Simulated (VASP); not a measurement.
# LiH (Fm-3m) in VASP: further runs

LiH is run at these levels: PBE-based global hybrid, LDA, PBEsol; tasks: single point.

Program: VASP 6.6.1. These are calculated values, not measurements. Logs are shortened: lines on timing, memory, paths and dates and some standing lists are left out, and cuts for length are marked.

## (1) The cell of the first run

Symmetry: Fm-3m, No. 225, cubic system. Conventional cell: a = 4.074 Å, b = 4.074 Å, c = 4.074 Å, α = 90.00°, β = 90.00°, γ = 90.00°. Li (site symmetry m-3m) has 6 H at 2.04 Å within 2.7 Å. H (site symmetry m-3m) has 6 Li at 2.04 Å within 2.7 Å.

## (2) Single point, PBE-based global hybrid

POSCAR

```
LiH
1.0
    0.0000000000      2.0367500000      2.0367500000
    2.0367500000      0.0000000000      2.0367500000
    2.0367500000      2.0367500000      0.0000000000
Li H
1 1
Direct
    0.0000000000      0.0000000000      0.0000000000
    0.5000000000      0.5000000000      0.5000000000
```

INCAR.step1

```
SYSTEM = LiH
PREC = Accurate
ENCUT = 520
EDIFF = 1E-5
ISMEAR = -1
SIGMA = 0.05
LREAL = .False.
LASPH = .True.
NELM = 100
ALGO = Normal
ISIF = 2
LWAVE = .True.
NBANDS = 9
GGA = PE
```

INCAR.step2

```
SYSTEM = LiH
PREC = Accurate
ENCUT = 520
EDIFF = 1E-6
ISMEAR = -1
SIGMA = 0.05
LREAL = .False.
LASPH = .True.
NELM = 100
ALGO = Normal
ISIF = 2
LWAVE = .False.
LCHARG = .True.
GGA = PE
LHFCALC = .True.
AEXX = 0.35
PRECFOCK = Normal
LELF = .True.
LVHAR = .True.
NBANDS = 9
ISTART = 1
```

KPOINTS

```
Automatic mesh
0
Gamma
  6 6 6
  0 0 0
```

Potentials or basis: VASP PAW PBE potentials, release 64 (Li_sv, H).

Started as:

```console
$ cat potpaw_PBE.64/Li_sv/POTCAR potpaw_PBE.64/H/POTCAR > POTCAR
$ cp INCAR.step1 INCAR
$ mpirun -np 1 vasp_std > vasp.out
$ cp INCAR.step2 INCAR
$ mpirun -np 1 vasp_std > vasp.out
```

OUTCAR:

```text
SYSTEM = LiH
   PREC = Accurate
   ENCUT = 520
   EDIFF = 1E-6
   ISMEAR = -1
   LREAL = .False.
   LASPH = .True.
   NELM = 100
   ISIF = 2
   GGA = PE
   LHFCALC = .True.
   AEXX = 0.35
   PRECFOCK = Normal
   ISTART = 1

 ion  position               nearest neighbor table
   1  0.000  0.000  0.000-
   2  0.500  0.500  0.500-

  LATTYP: Found a face centered cubic cell.
 ALAT       =     4.0735000000

  Lattice vectors:

 A1 = (   0.0000000000,   2.0367500000,   2.0367500000)
 A2 = (   2.0367500000,   0.0000000000,   2.0367500000)
 A3 = (   2.0367500000,   2.0367500000,   0.0000000000)

Analysis of symmetry for initial positions (statically):
=====================================================================
 Subroutine PRICEL returns:
 Original cell was already a primitive cell.

 Routine SETGRP: Setting up the symmetry group for a
 face centered cubic supercell.

 Subroutine GETGRP returns: Found 48 space group operations
 (whereof 48 operations were pure point group operations)
 out of a pool of 48 trial point group operations.

The static configuration has the point symmetry O_h .

Analysis of symmetry for dynamics (positions and initial velocities):
=====================================================================
 Subroutine PRICEL returns:
 Original cell was already a primitive cell.

 Routine SETGRP: Setting up the symmetry group for a
 face centered cubic supercell.

 Subroutine GETGRP returns: Found 48 space group operations
 (whereof 48 operations were pure point group operations)
 out of a pool of 48 trial point group operations.

The dynamic configuration has the point symmetry O_h .

 Subroutine INISYM returns: Found 48 space group operations
 (whereof 48 operations are pure point group operations),
 and found     1 'primitive' translations

----------------------------------------------------------------------------------------

                                     Primitive cell

  volume of cell :      16.8983

  direct lattice vectors                    reciprocal lattice vectors
     0.000000000  2.036750000  2.036750000    -0.245489137  0.245489137  0.245489137
     2.036750000  0.000000000  2.036750000     0.245489137 -0.245489137  0.245489137
     2.036750000  2.036750000  0.000000000     0.245489137  0.245489137 -0.245489137

  length of vectors
     2.880399473  2.880399473  2.880399473     0.425199658  0.425199658  0.425199658

  position of ions in fractional coordinates (direct lattice)
     0.000000000  0.000000000  0.000000000
     0.500000000  0.500000000  0.500000000

  ion indices of the primitive-cell ions
   primitive index   ion index
                 1           1
                 2           2

----------------------------------------------------------------------------------------

 KPOINTS: Automatic mesh

Automatic generation of k-mesh.
 Grid dimensions read from file:
 generate k-points for:    6    6    6

 Generating k-lattice:

  Cartesian coordinates                     Fractional coordinates (reciprocal lattice)
    -0.040914856  0.040914856  0.040914856     0.166666667  0.000000000  0.000000000
     0.040914856 -0.040914856  0.040914856     0.000000000  0.166666667  0.000000000
     0.040914856  0.040914856 -0.040914856     0.000000000  0.000000000  0.166666667

  Length of vectors
     0.070866610  0.070866610  0.070866610

  Shift w.r.t. Gamma in fractional coordinates (k-lattice)
     0.000000000  0.000000000  0.000000000

 Subroutine IBZKPT returns following result:
 ===========================================

 Found     16 irreducible k-points:

 Following reciprocal coordinates:
            Coordinates               Weight
  0.000000  0.000000  0.000000      1.000000
  0.166667  0.000000  0.000000      8.000000
  0.333333  0.000000  0.000000      8.000000
  0.500000  0.000000  0.000000      4.000000
  0.166667  0.166667  0.000000      6.000000
  0.333333  0.166667  0.000000     24.000000
[... 8 lines left out ...]
 -0.333333  0.333333  0.166667     24.000000
 -0.333333  0.500000  0.166667     12.000000
   k-points           NKPTS =     16   k-points in BZ     NKDIM =    216   number of bands    NBANDS=      9
   number of dos      NEDOS =    301   number of ions     NIONS =      2
   total plane-waves  NPLWV =  13824
   dimension x,y,z NGX =    24 NGY =   24 NGZ =   24
   dimension x,y,z NGXF=    48 NGYF=   48 NGZF=   48
   ions per type =               1   1
   NGX,Y,Z   is equivalent  to a cutoff of  13.85, 13.85, 13.85 a.u.
   NGXF,Y,Z  is equivalent  to a cutoff of  27.70, 27.70, 27.70 a.u.
 SYSTEM =  LiH
   PREC   = accura    normal or accurate (medium, high low for compatibility)
   ISTART =      1    job   : 0-new  1-cont  2-samecut
   ICHARG =      0    charge: 1-file 2-atom 10-const
   ISPIN  =      1    spin polarized calculation?
   LNONCOLLINEAR =      F non collinear calculations
   LSORBIT =      F    spin-orbit coupling
   LASPH  =      T    aspherical Exc in radial PAW
   ENCUT  =  520.0 eV  38.22 Ry    6.18 a.u.   5.36  5.36  5.36*2*pi/ulx,y,z
   NELM   =    100;   NELMIN=  2; NELMDL=  0     # of ELM steps
   EDIFF  = 0.1E-05   stopping-criterion for ELM
   LREAL  =      F    real-space projection
   EDIFFG = 0.1E-04   stopping-criterion for IOM
   NSW    =      0    number of steps for IOM
   IBRION =     -1    ionic relax: 0-MD 1-quasi-New 2-CG
   NFREE  =      0    steps in history (QN), initial steepest desc. (CG)
   ISIF   =      2    stress and relaxation
   ISYM   =      3    0-nonsym 1-usesym 2-fastsym
   POTIM  = 0.5000    time-step for ionic-motion
   TEBEG  =    0.0;   TEEND  =   0.0 temperature during run
   PSTRESS=    0.0 pullay stress
   NELECT =       4.0000    total number of electrons
   NUPDOWN=      -1.0000    fix difference up-down
   EMIN   =  10.00;   EMAX   =-10.00  energy-range for DOS
   EFERMI =   0.00;   METHOD = LEGACY
   ISMEAR =    -1;   SIGMA  =   0.05  broadening in eV -4-tet -1-fermi 0-gaus
   EFERMI_NEDOS =   21; number of points for ismear=-14 and -15
   IALGO  =     38    algorithm
   IMIX   =      1    mixing-type and parameters
     AMIX     =   0.40;   BMIX     =  1.00
     AMIX_MAG =   1.60;   BMIX_MAG =  1.00
  volume/ion in A,a.u.               =       8.45        57.02
  Fermi-wavevector in a.u.,A,eV,Ry     =   1.012699  1.913724 13.953585  1.025560
  Thomas-Fermi vector in A             =   2.145824
   LORBIT       =      0    0 simple, 1 ext, 2 COOP (PROOUT), +10 PAW based schemes
   GGA     = PE    functional components
   LHFCALC =     T    Hartree Fock is set to
   PRECFOCK=normal    Normal, Fast or Accurate (Low or Medium for compatibility)
   ENCUT4O =  -1.0   cutoff for four orbital integrals eV
   NKREDX  =     1    reduce k-point grid by
   NKREDY  =     1    reduce k-point grid by
   NKREDZ  =     1    reduce k-point grid by
   AEXX    =    0.3500 exact exchange contribution
   HFSCREEN=    0.0000 screening length (either q_TF or 0.3 A-1)
   HFSCREENC=   0.0000 screening length for correlation (either q_TF or 0.3 A-1)
   ENCUTFOCK=  -1.0 apply spherical cutoff to Coloumb kernel
   IVDW    =     0    specifies the selected vdW correction
   LEPSILON=     F    determine dielectric tensor
   LRPA    =     F    only Hartree local field effects (RPA)
 non-spin polarized calculation
  energy-cutoff  :      520.00
  volume of cell :       16.90
 maximum number of plane-waves:       468
 NGX is ok and might be reduce to    24
  NGX = 18; NGY = 18; NGZ = 18

 number of electron       3.9999999 magnetization

 Free energy of the ion-electron system (eV)
  ---------------------------------------------------
  ext. energy  EPLUGINS =         0.00000000
  ---------------------------------------------------
  free energy    TOTEN  =        -7.54463826 eV

  energy without entropy =       -7.54463826  energy(sigma->0) =       -7.54463826

 E-fermi :  -0.6376     XC(G=0):  -5.9181

 val. band max:       -1.6395440166   @ k =   0.5000   0.5000   0.0000
 cond. band min:       3.7909961708   @ k =   0.5000   0.5000   0.0000
 fundamental gap:      5.4305401873
 Fermi energy:        -0.6375632124

 k-point     1 :       0.0000    0.0000    0.0000
  band No.  band energies     occupation
      1     -50.2331      2.00000
      2      -7.8273      2.00000
      3      17.4570      0.00000
      4      19.0616      0.00000
      5      19.0616      0.00000
      6      19.0616      0.00000
      7      23.4924      0.00000
      8      23.4924      0.00000
      9      23.4924      0.00000

 k-point     2 :       0.1667    0.0000    0.0000
  band No.  band energies     occupation
      1     -50.2221      2.00000
      2      -7.2457      2.00000
      3      13.6009      0.00000
      4      17.2721      0.00000
      5      18.2089      0.00000
      6      18.2090      0.00000
      7      23.3482      0.00000
      8      24.8103      0.00000
      9      24.8103      0.00000

 k-point     3 :       0.3333    0.0000    0.0000
  band No.  band energies     occupation
      1     -50.1998      2.00000
      2      -5.6885      2.00000
      3       8.2066      0.00000
      4      15.5387      0.00000
      5      17.5681      0.00000
      6      17.5681      0.00000
      7      21.6820      0.00000
      8      21.6820      0.00000
      9      25.8516      0.00000

 k-point     4 :       0.5000    0.0000    0.0000
  band No.  band energies     occupation
      1     -50.1884      2.00000
      2      -4.4974      2.00000
      3       5.6617      0.00000
      4      14.8845      0.00000
      5      17.6196      0.00000
      6      17.6196      0.00000
      7      20.1915      0.00000
      8      20.1915      0.00000
      9      28.1047      0.00000

 k-point     5 :       0.1667    0.1667    0.0000
  band No.  band energies     occupation
      1     -50.2186      2.00000
      2      -7.0286      2.00000
      3      14.4247      0.00000
      4      15.8336      0.00000
      5      15.8336      0.00000
      6      18.9833      0.00000
      7      19.6160      0.00000
      8      25.8997      0.00000
      9      28.1645      0.00000

 k-point     6 :       0.3333    0.1667    0.0000
  band No.  band energies     occupation
      1     -50.2004      2.00000
      2      -5.6968      2.00000
      3       9.8524      0.00000
      4      13.2839      0.00000
      5      14.6553      0.00000
      6      18.2965      0.00000
      7      21.1334      0.00000
      8      25.6534      0.00000
      9      26.9885      0.00000
[... 73 lines left out ...]
 k-point    13 :       0.5000    0.5000    0.0000
  band No.  band energies     occupation
      1     -50.1776      2.00000
      2      -1.6395      2.00000
      3       3.7910      0.00000
      4      11.9172      0.00000
      5      11.9172      0.00000
      6      14.8913      0.00000
      7      18.3243      0.00000
      8      35.6869      0.00000
      9      35.6869      0.00000

 k-point    14 :       0.5000    0.3333    0.1667
  band No.  band energies     occupation
      1     -50.1865      2.00000
      2      -4.0746      2.00000
      3       8.1010      0.00000
      4       9.0450      0.00000
      5      13.9473      0.00000
      6      18.4391      0.00000
      7      21.7207      0.00000
      8      26.2767      0.00000
      9      30.1522      0.00000

 k-point    15 :      -0.3333    0.3333    0.1667
  band No.  band energies     occupation
      1     -50.1796      2.00000
      2      -2.7807      2.00000
      3       6.0437      0.00000
      4       8.0485      0.00000
      5      13.4827      0.00000
      6      18.1266      0.00000
      7      24.7812      0.00000
      8      26.4903      0.00000
      9      28.5604      0.00000

 k-point    16 :      -0.3333    0.5000    0.1667
  band No.  band energies     occupation
      1     -50.1769      2.00000
      2      -1.8077      2.00000
      3       4.8673      0.00000
      4       8.0001      0.00000
      5      12.5352      0.00000
      6      18.6878      0.00000
      7      20.7403      0.00000
      8      29.6401      0.00000
      9      30.2329      0.00000

------------------------ aborting loop because EDIFF is reached ----------------------------------------

  FORCE on cell =-STRESS in cart. coord.  units (eV):
  Direction    XX          YY          ZZ          XY          YZ          ZX
  --------------------------------------------------------------------------------------
  -------------------------------------------------------------------------------------
  Total       -0.2609733     -0.2609733     -0.2609733     -0.0000000     -0.0000000      0.0000000
  in kB      -24.7436339    -24.7436339    -24.7436339     -0.0000000     -0.0000000      0.0000000
  external PRESSURE =     -24.7436339 kB  Pullay stress =       0.0000000 kB

 VOLUME and BASIS-vectors are now :
 -----------------------------------------------------------------------------
  energy-cutoff  :      520.00
  volume of cell :       16.90
      direct lattice vectors                 reciprocal lattice vectors
     0.000000000  2.036750000  2.036750000    -0.245489137  0.245489137  0.245489137
     2.036750000  0.000000000  2.036750000     0.245489137 -0.245489137  0.245489137
     2.036750000  2.036750000  0.000000000     0.245489137  0.245489137 -0.245489137

 POSITION                                       TOTAL-FORCE (eV/Angst)
 -----------------------------------------------------------------------------------
      0.00000      0.00000      0.00000        -0.000000      0.000000     -0.000000
      2.03675      2.03675      2.03675         0.000000     -0.000000      0.000000
 -----------------------------------------------------------------------------------
    total drift:                               -0.000001     -0.000001     -0.000001

  FREE ENERGIE OF THE ION-ELECTRON SYSTEM (eV)
  ---------------------------------------------------
  free  energy   TOTEN  =        -7.5446382591 eV

  energy  without entropy=       -7.5446382590  energy(sigma->0) =       -7.54463826
```

Wall time 70 s (1 thread of Intel Xeon Platinum 8375C at 2.90GHz (Ice Lake), shared host); peak memory 0.14 GiB.

Results:

```
Free energy            : -7.5446 eV
Band gap on the k mesh : 5.43 eV, direct
```

Caveat: the k points lie up to 0.45 Å⁻¹ apart; the cutoff is under 1.25 times the usual one of these potentials, so pressure, stress and relaxed cells hold a basis-set (Pulay) error; the PAW data sets were made with another functional, which shifts forces and pressure a little.

(Continued in part 2 of 3.)
